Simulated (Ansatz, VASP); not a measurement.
# One calculation of ZnSe, two programs

Contents of INCAR:

```
SYSTEM = ZnSe
  PREC = Accurate
  ENCUT = 520
  EDIFF = 1E-6
  ISMEAR = 0
  SIGMA = 0.01
  LREAL = .False.
  LASPH = .True.
  NELM = 100
  ALGO = Normal
  ISIF = 2
  LWAVE = .False.
  LCHARG = .False.
  GGA = PE
  NBANDS = 16
```

Contents of KPOINTS:

```
Automatic mesh
0
Gamma
  6 6 6
  0 0 0
```

File POSCAR:

```
ZnSe
1.0
    0.0000000000      2.8324206805      2.8324206805
    2.8324206805      0.0000000000      2.8324206805
    2.8324206805      2.8324206805      0.0000000000
Zn Se
1 1
Direct
    0.0000000000      0.0000000000      0.0000000000
    0.2500000000      0.2500000000      0.2500000000
```

Input for Ansatz:

```yaml
crystal:
  lattice:
    - [0.0, 2.8324206805, 2.8324206805]
    - [2.8324206805, 0.0, 2.8324206805]
    - [2.8324206805, 2.8324206805, 0.0]
  atoms:
    - { symbol: Zn, position: [0.0, 0.0, 0.0] }
    - { symbol: Se, position: [0.25, 0.25, 0.25] }
kpoints:
  mp_grid: { grid: [6, 6, 6] }
hamiltonian:
  xc: pbe
scf:
  occupations: { method: fixed }
  n_extra_bands: 4
output:
  forces: true
  stress: true
  eigenvalues: true
  write_density: true
  write_potential: true
  elf: true
  volumetric_format: npy
```

Alike in both runs: task single point; functional PBE; k mesh 6 × 6 × 6; no spin polarisation.

|  | VASP | Ansatz |
| --- | --- | --- |
| version | VASP 6.6.1 | Ansatz 0.2.0 |
| potentials or method | VASP PAW PBE potentials, release 64 (Zn, Se) | plane waves, PAW |
| plane-wave cutoff (eV) | 520 | 420 |
| occupations | gaussian, width 0.01 eV | fixed |
| valence electrons in the cell | 18 | 28 |

|  | VASP | Ansatz | Ansatz less VASP |
| --- | --- | --- | --- |
| gap on the k mesh at the Fermi level (eV) | 1.29 | 1.29 | -0.002 |
| pressure (GPa) | 2.5 | 2.2 | -0.25 |

VASP's potentials hold 18 valence electrons a cell and Ansatz's 28, so a difference there can come from the potentials and not from the codes.
